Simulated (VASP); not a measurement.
Here is a VASP 6.6.1 calculation.

Contents of INCAR:

```
PREC     = Accurate       # precision mode
ENCUT    = 520            # plane-wave cutoff, eV
EDIFF    = 1E-6           # SCF threshold, eV
ISMEAR   = -1             # smearing method
SIGMA    = 0.05           # smearing width, eV
LREAL    = False          # projectors in reciprocal space
LASPH    = True           # aspherical terms in the spheres
NELM     = 80             # most SCF steps
ALGO     = Normal         # electronic algorithm
ISIF     = 2              # what is computed and relaxed
LWAVE    = False          # write WAVECAR
LCHARG   = False          # write CHGCAR
GGA      = PS             # functional
NBANDS   = 11             # bands
```

File KPOINTS:

```
regular mesh
0
Gamma
  9 9 9
```

POSCAR

```
AlN
1.0
    0.0000000000      2.1621536240      2.1839935596
    2.1621536240      0.0000000000      2.1839935596
    2.1621536240      2.1621536240      0.0000000000
Al N
1 1
Direct
    0.0000000000      0.0000000000      0.0000000000
    0.2500000000      0.2500000000      0.2500000000
```

Potentials or basis: VASP PAW PBE potentials, release 64 (Al, N).

Run with:

```console
$ cat potpaw_PBE.64/Al/POTCAR potpaw_PBE.64/N/POTCAR > POTCAR
$ mpirun -np 1 vasp_std > vasp.out
```

Q: Estimate the band gap on the k mesh.

A: 3.36 eV, indirect (least direct gap 4.30 eV).

Q: Estimate the pressure.

A: 5.6 GPa.

Stress tensor (GPa, compression positive):
```
6.08 0.00 0.00
0.00 6.08 0.00
0.00 0.00 4.77
```

Caveat: the PAW data sets were made with another functional, which shifts forces and pressure a little. A k mesh can miss the band edges.
